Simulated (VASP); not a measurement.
Set up this calculation in VASP 6.6.1, as the native input.

| Quantity | Value |
| --- | --- |
| Task | single point |
| Functional | LDA |
| Potentials or basis | VASP PAW LDA potentials, release 64 (Sn_d, O) |
| Cutoff | 520 eV |
| k mesh | 10 × 10 × 8 |
| Occupations | gaussian, width 0.15 eV |
| Spin | no spin polarisation |
| Dipole correction | no |
| Further INCAR settings | ALGO = Normal; EDIFF = 1e-07; NBANDS = 28 |

The structure of SnO lies in POSCAR:

```
SnO
1.0
    3.8787000000      0.0000000000      0.0000000000
    0.0000000000      3.8787000000      0.0000000000
    0.0000000000      0.0000000000      4.4234000000
Sn O
2 2
Direct
    0.0000000000      0.5000000000      0.2455950842
    0.5000000000      0.0000000000      0.7544049158
    0.0000000000      0.0000000000      0.0000000000
    0.5000000000      0.5000000000      0.0000000000
```

The input as run:

INCAR

```
SYSTEM = SnO
ALGO = Normal ; EDIFF = 1E-7
ENCUT = 520 ; GGA = CA
ISIF = 2 ; ISMEAR = 0
LASPH = .True. ; LCHARG = .False.
LREAL = .False. ; LWAVE = .False.
NBANDS = 28 ; NELM = 100
PREC = Accurate ; SIGMA = 0.15
```

KPOINTS

```
k-points
0
Gamma
  10 10 8
  0 0 0
```

Potentials or basis: VASP PAW LDA potentials, release 64 (Sn_d, O).

Run with:

```sh
$ cat potpaw_LDA.64/Sn_d/POTCAR potpaw_LDA.64/O/POTCAR > POTCAR
$ mpirun -np 1 vasp_std > vasp.out
```

Results of the run:

The pressure is -1.6 GPa. The largest force is 0.286 eV/Å and the band gap on the k mesh is 0.26 eV (least direct gap 1.61 eV).

Caveat: spin-orbit coupling is left out, which moves the levels of the heavy elements.

Wall time 3.1 min on 1 thread of Intel(R) Xeon(R) Platinum 8259CL CPU @ 2.50GHz (Skylake/Cascade Lake) (shared host), peak memory 0.27 GiB.
